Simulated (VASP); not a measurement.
# BaTiO3 (P1) in VASP: settings compared

BaTiO3 is run at these levels: LDA+U, PBE, PBEsol; tasks: single point.

Everything below comes from runs of VASP 6.6.1. Logs are shortened: lines on timing, memory, paths and dates and some standing lists are left out, and cuts for length are marked.

**1. The cell of the first run**

The typed cell holds 10 atoms: a = 5.655 Å, b = 5.655 Å, c = 5.670 Å, α = 60.09°, β = 60.09°, γ = 60.00°.

**2. Single point, LDA+U**

File INCAR:

```
PREC = Accurate
ENCUT = 600
EDIFF = 1E-6
ISMEAR = -1
SIGMA = 0.05
LREAL = F
LASPH = T
NELM = 200
ALGO = Normal
ISIF = 2
LWAVE = F
LCHARG = F
LMAXMIX = 4
LDAU = T
LDAUTYPE = 2
LDAUL = -1 2 -1
LDAUU = 0 2 0
LDAUJ = 0 0 0
LDAUPRINT = 1
GGA = CA
NBANDS = 51
GGA_COMPAT = F
KPAR = 4
```

File KPOINTS:

```
regular mesh
0
Gamma
  6 6 6
```

File POSCAR:

```
BaTiO3
1.0
    2.8276681600     -4.8976649200      0.0000000000
    5.6553363200      0.0000000000      0.0000000000
    2.8276681600     -1.6325549700      4.6354632200
Ba Ti O
2 2 6
Direct
    0.9177924700      0.9677509100      0.9738373600
    0.5774295100      0.6545572300      0.3489314600
    0.8554444300      0.7046525900      0.7824091600
    0.2254501000      0.1942032400      0.3459340700
    0.1078378300      0.4659246800      0.9425172400
    0.5268240400      0.0623520400      0.3607577300
    0.6266454800      0.3989537400      0.0195656800
    0.8613690900      0.0487807000      0.5609802200
    0.5045799500      0.9888950700      0.0529161400
    0.8179271000      0.5352298000      0.5482509300
```

Potentials or basis: VASP PAW LDA potentials, release 64 (Ba_sv, Ti_sv, O).

Started as:

```sh
$ cat potpaw_LDA.64/Ba_sv/POTCAR potpaw_LDA.64/Ti_sv/POTCAR potpaw_LDA.64/O/POTCAR > POTCAR
$ mpirun -np 4 vasp_std > vasp.out
```

OUTCAR:

```text
PREC = Accurate
   ENCUT = 600
   EDIFF = 1E-6
   ISMEAR = -1
   LREAL = F
   LASPH = T
   NELM = 200
   ISIF = 2
   GGA = CA

 ion  position               nearest neighbor table
   1  0.918  0.968  0.974-   9 2.10   7 2.22   6 2.27   8 2.31   3 2.46   5 2.55   2 2.63  10 2.87
                            10 2.92   4 2.97   4 3.30   3 3.62   4 3.67   2 4.01   2 4.12   2 4.37
   2  0.577  0.655  0.349-   9 1.82  10 1.85   6 2.21   1 2.63   4 2.68   3 2.71   7 2.73   5 2.79
                             8 2.84   5 3.14   4 3.26   3 3.51   3 3.69   1 4.01   1 4.12   1 4.37
   3  0.855  0.705  0.782-   5 1.68   8 1.72  10 2.12   7 2.16   9 2.26   1 2.46   2 2.71   2 3.51
                             1 3.62   2 3.69
   4  0.225  0.194  0.346-   6 1.51   9 2.02   8 2.14   5 2.24  10 2.34   2 2.68   1 2.97   2 3.26
                             1 3.30   1 3.67
   5  0.108  0.466  0.943-   3 1.68   4 2.24   1 2.55   2 2.79   2 3.14
   6  0.527  0.062  0.361-   4 1.51   2 2.21   1 2.27
   7  0.627  0.399  0.020-   3 2.16   1 2.22   2 2.73
   8  0.861  0.049  0.561-   3 1.72   4 2.14   1 2.31   2 2.84
   9  0.505  0.989  0.053-   2 1.82   4 2.02   1 2.10   3 2.26
  10  0.818  0.535  0.548-   2 1.85   3 2.12   4 2.34   1 2.87   1 2.92

  LATTYP: Found a trigonal (rhomboedric) cell.
 ALAT       =     5.6699613975
 COS(alpha) =     0.5025760694

  Lattice vectors:

 A1 = (  -0.0000000000,   3.2651099500,   4.6354632200)
 A2 = (  -2.8276681600,  -1.6325549700,   4.6354632200)
 A3 = (   2.8276681600,  -1.6325549700,   4.6354632200)

Analysis of symmetry for initial positions (statically):
=====================================================================
 Subroutine PRICEL returns:
 Original cell was already a primitive cell.

 Routine SETGRP: Setting up the symmetry group for a
 trigonal (rhombohedral) supercell.

 Subroutine GETGRP returns: Found  1 space group operations
 (whereof  1 operations were pure point group operations)
 out of a pool of 12 trial point group operations.

The static configuration has the point symmetry C_1 .
[... 227 lines left out ...]
  o =  0.1029  v =  0.0000  0.0000  0.0000  0.0000  0.0000 -0.0168 -0.0841 -0.8377  0.1503  0.5179      0.0000  0.0000  0.0000  0.0000  0.0000  0.0000  0.0000  0.0000  0.0000  0.0000
  o =  0.1489  v = -0.1540  0.1202 -0.1210 -0.9681  0.0999  0.0000  0.0000  0.0000  0.0000  0.0000      0.0000  0.0000  0.0000  0.0000  0.0000  0.0000  0.0000  0.0000  0.0000  0.0000
  o =  0.1489  v =  0.0000  0.0000  0.0000  0.0000  0.0000 -0.1540  0.1202 -0.1210 -0.9681  0.0999      0.0000  0.0000  0.0000  0.0000  0.0000  0.0000  0.0000  0.0000  0.0000  0.0000
  o =  0.1924  v =  0.0000  0.0000  0.0000  0.0000  0.0000 -0.4873 -0.8602  0.1299 -0.0387  0.0658      0.0000  0.0000  0.0000  0.0000  0.0000  0.0000  0.0000  0.0000  0.0000  0.0000
  o =  0.1924  v = -0.4873 -0.8602  0.1299 -0.0387  0.0658  0.0000  0.0000  0.0000  0.0000  0.0000      0.0000  0.0000  0.0000  0.0000  0.0000  0.0000  0.0000  0.0000  0.0000  0.0000
  o =  0.2587  v =  0.0000  0.0000  0.0000  0.0000  0.0000  0.8344 -0.4878 -0.0888 -0.1965 -0.1389      0.0000  0.0000  0.0000  0.0000  0.0000  0.0000  0.0000  0.0000  0.0000  0.0000
  o =  0.2587  v =  0.8344 -0.4878 -0.0888 -0.1965 -0.1389  0.0000  0.0000  0.0000  0.0000  0.0000      0.0000  0.0000  0.0000  0.0000  0.0000  0.0000  0.0000  0.0000  0.0000  0.0000
  o =  0.4534  v =  0.0000  0.0000  0.0000  0.0000  0.0000 -0.2058 -0.0244 -0.5087  0.0071 -0.8356      0.0000  0.0000  0.0000  0.0000  0.0000  0.0000  0.0000  0.0000  0.0000  0.0000
  o =  0.4534  v = -0.2058 -0.0244 -0.5087  0.0071 -0.8356  0.0000  0.0000  0.0000  0.0000  0.0000      0.0000  0.0000  0.0000  0.0000  0.0000  0.0000  0.0000  0.0000  0.0000  0.0000

 number of electron      80.0000001 magnetization

 Free energy of the ion-electron system (eV)
  ---------------------------------------------------
  ext. energy  EPLUGINS =         0.00000000
  ---------------------------------------------------
  free energy    TOTEN  =       -58.09760497 eV

  energy without entropy =      -58.09658863  energy(sigma->0) =      -58.09709680

 E-fermi :   5.4820     XC(G=0): -11.3676

 val. band max:        5.2677665972   @ k =  -0.0000   0.5000  -0.0000
 cond. band min:       5.7591221976   @ k =  -0.1667   0.0000  -0.1667
 fundamental gap:      0.4913556004
 Fermi energy:         5.4820012666

 k-point     1 :       0.0000    0.0000    0.0000
  band No.  band energies     occupation
      1     -52.5422      2.00000
      2     -52.1190      2.00000
      3     -30.0580      2.00000
      4     -29.2134      2.00000
      5     -29.1637      2.00000
      6     -29.0868      2.00000
[... 1285 lines left out ...]
     50       9.4305      0.00000
     51      10.1499      0.00000

 [... further k-points ...]

------------------------ aborting loop because EDIFF is reached ----------------------------------------

  FORCE on cell =-STRESS in cart. coord.  units (eV):
  Direction    XX          YY          ZZ          XY          YZ          ZX
  --------------------------------------------------------------------------------------
  -------------------------------------------------------------------------------------
  Total       50.4216315     59.7029605     54.1826593     -2.6099278    -21.2765244     -8.1608487
  in kB      629.1972713    745.0163502    676.1300730    -32.5685500   -265.5037269   -101.8369218
  external PRESSURE =     683.4478982 kB  Pullay stress =       0.0000000 kB

 VOLUME and BASIS-vectors are now :
 -----------------------------------------------------------------------------
  energy-cutoff  :      600.00
  volume of cell :      128.39
      direct lattice vectors                 reciprocal lattice vectors
     2.827668160 -4.897664920  0.000000000     0.000000000 -0.204178933 -0.071909390
     5.655336320  0.000000000  0.000000000     0.176824143  0.102089467 -0.071909390
     2.827668160 -1.632554970  4.635463220     0.000000000  0.000000000  0.215728171

 POSITION                                       TOTAL-FORCE (eV/Angst)
 -----------------------------------------------------------------------------------
     10.82186     -6.08488      4.51419        10.850235    -11.195688     -1.666715
      6.32118     -3.39771      1.61746       -21.780311      4.351571     12.132491
      8.61635     -5.46701      3.62683       -10.208457      5.400168     -1.769932
      2.71397     -1.66894      1.60356         2.240406     12.367535     -5.310802
      5.60502     -2.06686      4.36900        -0.459287     -3.036045      1.261999
      2.86241     -3.16916      1.67228         5.233371     -8.234040      8.050166
      4.08349     -3.10104      0.09070         4.776979      2.479150     -0.138158
      4.29780     -5.13453      2.60040         1.345021     -1.124877     -4.932717
      7.16895     -2.55765      0.24529         2.830853     12.871122    -11.629594
      6.89000     -4.90098      2.54140         5.171190    -13.878895      4.003261
 -----------------------------------------------------------------------------------
    total drift:                               -0.000431     -0.000696     -0.000270

  FREE ENERGIE OF THE ION-ELECTRON SYSTEM (eV)
  ---------------------------------------------------
  free  energy   TOTEN  =       -58.0976049673 eV

  energy  without entropy=      -58.0965886305  energy(sigma->0) =      -58.09709680
```

stdout:

```text
POSCAR found type information on POSCAR BaTiO
 POSCAR found :  3 types and      10 ions
 scaLAPACK will be used
 LDA part: xc-table for (Slater(with rela. corr.)+CA(PZ))
 , standard interpolation
 POSCAR, INCAR and KPOINTS ok, starting setup
 FFT: planning ... GRIDC
 FFT: planning ... GRID_SOFT
 FFT: planning ... GRID
 WAVECAR not read
 entering main loop
```

Wall time 5 min (4 MPI ranks of Intel Xeon Platinum 8559C (Emerald Rapids), shared host); peak memory 0.77 GiB.

What came out:

```yaml
Free_energy: -58.0976 eV
Pressure: 68.3 GPa
Largest_force: 25.308 eV/Å
Band_gap_on_the_k_mesh: 0.49 eV (least direct gap 0.56 eV)
```

Forces on the atoms (eV/Å):
```
Ba   10.850 -11.196  -1.667
Ba  -21.780   4.352  12.132
Ti  -10.208   5.400  -1.770
Ti    2.240  12.368  -5.311
O    -0.459  -3.036   1.262
O     5.233  -8.234   8.050
O     4.777   2.479  -0.138
O     1.345  -1.125  -4.933
O     2.831  12.871 -11.630
O     5.171 -13.879   4.003
```

Eigenvalues of the final occupation matrices:
| site | spin | trace | eigenvalues |
| --- | --- | --- | --- |
| site 3 d | 1 | 1.12 | 0.13 0.16 0.21 0.30 0.32 |
| site 3 d | 2 | 1.12 | 0.13 0.16 0.21 0.30 0.32 |
| site 4 d | 1 | 1.16 | 0.10 0.15 0.19 0.26 0.45 |
| site 4 d | 2 | 1.16 | 0.10 0.15 0.19 0.26 0.45 |

Caveat: atoms lie so close that the PAW spheres overlap strongly, which falsifies energies and pressures; the cell stands under pressure; spin-orbit coupling is left out, which moves the levels of the heavy elements; forces of over 1 eV/Å act on the atoms, so gaps and moduli don't describe the material at rest.

**3. Single point, PBE**

File INCAR:

```
PREC     = Accurate       # precision mode
ENCUT    = 520            # plane-wave cutoff, eV
EDIFF    = 1E-7           # SCF threshold, eV
ISMEAR   = -1             # smearing method
SIGMA    = 0.05           # smearing width, eV
LREAL    = False          # projectors in reciprocal space
LASPH    = True           # aspherical terms in the spheres
NELM     = 80             # most SCF steps
ALGO     = Normal         # electronic algorithm
ISIF     = 2              # what is computed and relaxed
LWAVE    = False          # write WAVECAR
LCHARG   = True           # write CHGCAR
GGA      = PE             # functional
LELF     = True           # ELF
LVHAR    = True         
NBANDS   = 51             # bands
```

File KPOINTS:

```
Automatic mesh
0
Gamma
  3 3 3
```

POSCAR is that of step 2.

Potentials or basis: VASP PAW PBE potentials, release 64 (Ba_sv, Ti_sv, O).

Started as:

```sh
$ cat potpaw_PBE.64/Ba_sv/POTCAR potpaw_PBE.64/Ti_sv/POTCAR potpaw_PBE.64/O/POTCAR > POTCAR
$ mpirun -np 1 vasp_std > vasp.out
```

It took 5 min on 1 thread of Intel Xeon 8259CL, shared host; peak memory 0.3 GiB.

Results (log left out):

```yaml
Free_energy: -52.0374 eV
Pressure: 77.4 GPa
Largest_force: 26.073 eV/Å
Band_gap_on_the_k_mesh: 0.44 eV (least direct gap 0.47 eV)
```

Forces on the atoms (eV/Å):
```
Ba   11.105 -11.888  -1.814
Ba  -22.418   4.646  12.476
Ti  -10.104   5.147  -1.871
Ti    2.315  12.154  -5.212
O    -0.539  -2.941   0.973
O     5.532  -8.066   8.488
O     4.985   2.677  -0.153
O     1.046  -1.021  -4.978
O     2.772  13.425 -12.019
O     5.307 -14.132   4.110
```

Stress tensor (GPa, compression positive):
```
 72.58  -3.24 -10.35
 -3.24  82.70 -26.80
-10.35 -26.80  77.04
```

Levels at points of the mesh, in eV from the valence-band top:
```
           k point  band 36  band 37  band 38  band 39  band 40  band 41  band 42  band 43  band 44  band 45
(0.00, 0.00, 0.00)    -2.50    -2.08    -1.20    -0.44    -0.11     0.51     1.04     1.34     1.71     2.31
```

Caveat: the k points lie up to 0.45 Å⁻¹ apart; atoms lie so close that the PAW spheres overlap strongly, which falsifies energies and pressures; spin-orbit coupling is left out, which moves the levels of the heavy elements; an odd mesh through Γ misses points on the zone boundary, where band edges can lie; forces of over 1 eV/Å act on the atoms, so gaps and moduli don't describe the material at rest.

**4. Single point, PBEsol**

File INCAR:

```
SYSTEM = BaTiO3
PREC = Accurate
ENCUT = 520
EDIFF = 1E-6
ISMEAR = -1
SIGMA = 0.05
LREAL = .FALSE.
LASPH = .TRUE.
NELM = 60
ALGO = Normal
ISIF = 2
LWAVE = .FALSE.
LCHARG = .FALSE.
GGA = PS
NBANDS = 51
```

File KPOINTS:

```
Automatic mesh
0
G
  6 6 6
  0 0 0
```

POSCAR is that of step 3.

Started as:

```sh
$ cat potpaw_PBE.64/Ba_sv/POTCAR potpaw_PBE.64/Ti_sv/POTCAR potpaw_PBE.64/O/POTCAR > POTCAR
$ mpirun -np 1 vasp_std > vasp.out
```

Run time: 25 min. Hardware: 1 thread of Oxide Virtual Turin-like, shared host; peak memory 0.65 GiB.

Results (log left out):

| Quantity | Value |
| --- | --- |
| Free energy | -56.8438 eV |
| Pressure | 71.1 GPa |
| Largest force | 25.498 eV/Å |
| Band gap on the k mesh | 0.37 eV (least direct gap 0.46 eV) |

Forces in eV/Å, atoms in the order of the input:
```
Ba   10.821 -11.447  -1.764
Ba  -21.973   4.436  12.153
Ti   -9.895   5.013  -1.770
Ti    2.212  11.972  -5.246
O    -0.453  -2.731   1.003
O     5.343  -7.920   8.188
O     4.853   2.545  -0.170
O     1.028  -1.099  -4.775
O     2.836  13.168 -11.753
O     5.227 -13.936   4.135
```

Stress tensor (GPa, compression positive):
```
 66.04  -3.43 -10.09
 -3.43  76.78 -26.49
-10.09 -26.49  70.52
```

Levels at points of the mesh, in eV from the valence-band top:
| k point | band 37 | band 38 | band 39 | band 40 | band 41 | band 42 | band 43 | band 44 |
| --- | --- | --- | --- | --- | --- | --- | --- | --- |
| (0.00, 0.00, 0.00) | -2.16 | -1.26 | -0.51 | -0.16 | 0.46 | 0.97 | 1.27 | 1.65 |
| (0.50, 0.00, 0.00) | -2.17 | -1.51 | -0.81 | -0.21 | 0.46 | 0.80 | 1.35 | 1.65 |
| (0.00, 0.50, 0.00) | -2.05 | -1.35 | -0.19 | 0.00 | 0.46 | 1.03 | 1.37 | 1.73 |
| (0.50, 0.50, 0.50) | -2.41 | -1.26 | -0.59 | -0.08 | 0.40 | 1.02 | 1.19 | 1.68 |
| (0.50, 0.50, 0.00) | -2.26 | -1.33 | -0.48 | -0.20 | 0.66 | 1.02 | 1.28 | 1.86 |
| (0.00, 0.50, 0.50) | -1.99 | -1.44 | -0.65 | -0.25 | 0.67 | 1.15 | 1.43 | 1.89 |
| (0.50, 0.00, 0.50) | -1.91 | -1.70 | -0.87 | -0.27 | 0.46 | 1.10 | 1.26 | 1.76 |
| (0.00, 0.00, 0.50) | -1.82 | -1.59 | -0.82 | -0.34 | 0.75 | 1.11 | 1.35 | 1.58 |

Caveat: atoms lie so close that the PAW spheres overlap strongly, which falsifies energies and pressures; the cell stands under pressure; the PAW data sets were made with another functional, which shifts forces and pressure a little; spin-orbit coupling is left out, which moves the levels of the heavy elements.

**5. The runs side by side**

```csv
level,potentials or basis,U,k mesh,cutoff (eV),gap on the mesh (eV),pressure (GPa),largest force (eV/Å)
LDA+U,"VASP PAW LDA potentials, release 64 (Ba_sv, Ti_sv, O)",Ti d U = 2.0 eV,6 × 6 × 6,600,0.49,68.3,25.31
PBE,"VASP PAW PBE potentials, release 64 (Ba_sv, Ti_sv, O)",-,3 × 3 × 3,520,0.44,77.4,26.07
PBEsol,"VASP PAW PBE potentials, release 64 (Ba_sv, Ti_sv, O)",-,6 × 6 × 6,520,0.37,71.1,25.50
```

Alike in all rows: task single point; no spin polarisation; cell as given; smearing fermi-dirac 0.05 eV.

Caveats: some runs use coarse meshes; atoms lie so close that the PAW spheres overlap strongly, which falsifies energies and pressures; spin-orbit coupling is left out, which moves the levels of the heavy elements; the cell stands under pressure (at least some runs); forces of over 1 eV/Å act on the atoms, so gaps and moduli don't describe the material at rest (at least some runs); an odd mesh through Γ misses points on the zone boundary, where band edges can lie (at least some runs); the PAW data sets were made with another functional, which shifts forces and pressure a little (at least some runs).

Total energies depend on the potentials used, so only differences within one code and one set of settings carry meaning.
